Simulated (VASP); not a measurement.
A run of VASP 6.6.1:

File INCAR:

```
SYSTEM = Au
PREC     = Accurate       ! precision mode
ENCUT    = 520            ! plane-wave cutoff, eV
EDIFF    = 1E-6           ! SCF threshold, eV
ISMEAR   = 0              ! smearing method
SIGMA    = 0.15           ! smearing width, eV
LREAL    = .FALSE.        ! projectors in reciprocal space
LASPH    = .TRUE.         ! aspherical terms in the spheres
NELM     = 60             ! most SCF steps
ALGO     = Fast           ! electronic algorithm
ISIF     = 2              ! what is computed and relaxed
LWAVE    = .FALSE.        ! write WAVECAR
LCHARG   = .TRUE.         ! write CHGCAR
GGA      = PS             ! functional
LELF     = .TRUE.         ! ELF
LVHAR    = .TRUE.       
NBANDS   = 12             ! bands
```

File KPOINTS:

```
Automatic mesh
0
G
  26 26 26
  0 0 0
```

The input POSCAR:

```
Au
1.0
    0.0000000000      2.1031924167      2.0419343851
    2.1031924167      0.0000000000      2.0419343851
    2.1031924167      2.1031924167      0.0000000000
Au
1
Direct
    0.0000000000      0.0000000000      0.0000000000
```

Potentials or basis: VASP PAW PBE potentials, release 64 (Au).

Launch:

```console
$ cat potpaw_PBE.64/Au/POTCAR > POTCAR
$ mpirun -np 1 vasp_std > vasp.out
```

Hardware: 1 thread of Intel(R) Xeon(R) Platinum 8488C (Sapphire Rapids), on a shared host.

Q: Estimate the wall time of this run.

A: It took 110 s on 1 thread of Intel(R) Xeon(R) Platinum 8488C (Sapphire Rapids), with other jobs on the host, peak memory 0.38 GiB. Counts: scf iterations 12, k points 1330.
